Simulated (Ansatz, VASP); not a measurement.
Two plane-wave programs on Li2Si2Au3

```
Li Si Au
1.0
     4.27716   -0.00027    0.00053
    -0.00026    4.27627    0.00047
     0.00051   -0.00051    6.27624
Li Si Au
2 2 3
Direct
  0.49988 0.00041 0.77254
  0.99998 0.49945 0.22732
  0.00003 0.49972 0.75669
  0.50001 0.00009 0.24355
  0.50006 0.50001 0.49952
  0.50000 0.50057 0.99980
  0.00004 0.99976 0.50058
```

Change from the starting cell: cell x1, atoms moved at random (sigma 0.15 Å) and cell strained at random (1.5 %), then relaxed without symmetry.

Alike in both runs: functional PBE; k mesh 6 × 6 × 4; occupations gaussian, width 0.2 eV; no spin polarisation.

Ansatz relaxed the structure, and its values are those at the end. VASP's run is a single point on that final structure, the one shown.

|  | VASP | Ansatz |
| --- | --- | --- |
| version | VASP 6.6.1 | Ansatz 0.2.0 |
| potentials or method | VASP PAW PBE potentials, release 64 (Li_sv, Si, Au), cutoff 520 eV | scalar-relativistic, plane waves, PAW |
| valence electrons in the cell | 47 | 71 |

Ansatz gave:

```
gap on the k mesh at the Fermi level (eV) : none
rms of the force components (eV/Å)        : 0.006
```

Q: What did VASP give for the same quantities?

A: gap on the k mesh at the Fermi level (eV): none; rms of the force components (eV/Å): 0.007.

A gap of «none» marks a metal or a gap that the smearing closes. VASP's potentials hold 47 valence electrons a cell and Ansatz's 71, so a difference there can come from the potentials and not from the codes.

Spin-orbit coupling is off throughout. Noted on VASP's run: the cutoff is short for stress, so the pressure is rough.
